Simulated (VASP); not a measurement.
Input of a VASP 6.6.1 run:

File INCAR:

```
SYSTEM = ZnCd3Te4
  ALGO = Normal
  EDIFF = 1E-6
  EDIFFG = -0.01
  ENCUT = 600
  GGA = PE
  IBRION = 2
  ISIF = 4
  ISMEAR = 0
  LASPH = .True.
  LCHARG = .False.
  LREAL = .False.
  LWAVE = .False.
  NELM = 100
  NSW = 50
  PREC = Accurate
  SIGMA = 0.02
```

File KPOINTS:

```
k-points
0
Gamma
  6 6 2
  0 0 0
```

The input POSCAR:

```
ZnCd3Te4
1.0
    4.7438534502      0.0000000000      0.0000000000
    0.0000000000      4.7438534502      0.0000000000
    0.0000000000      0.0000000000     13.4842826279
Zn Cd Te
1 3 4
Direct
    0.0000000000      0.0000000000      0.0000000000
    0.5000000000      0.5000000000      0.7586763925
    0.0000000000      0.0000000000      0.5000000000
    0.5000000000      0.5000000000      0.2413236075
    0.5000000000      0.0000000000      0.6293584738
    0.0000000000      0.5000000000      0.3706415262
    0.5000000000      0.0000000000      0.1113826581
    0.0000000000      0.5000000000      0.8886173419
```

Potentials or basis: VASP PAW PBE potentials, release 64 (Zn, Cd, Te).

The run is started by

```console
$ cat potpaw_PBE.64/Zn/POTCAR potpaw_PBE.64/Cd/POTCAR potpaw_PBE.64/Te/POTCAR > POTCAR
$ mpirun -np 1 vasp_std > vasp.out
```

Question: Estimate the band gap on the k mesh.

Answer: 0.34 eV.

Forces in eV/Å, atoms in the order of the input:
```
Zn   0.000  0.000  0.000
Cd   0.000  0.000 -0.001
Cd   0.000  0.000  0.000
Cd   0.000  0.000  0.001
Te   0.000  0.000  0.000
Te   0.000  0.000  0.000
Te   0.000  0.000  0.009
Te   0.000  0.000 -0.009
```

Caveat: the relaxation stopped at its first step, so nothing moved; spin-orbit coupling is left out, which moves the levels of the heavy elements.
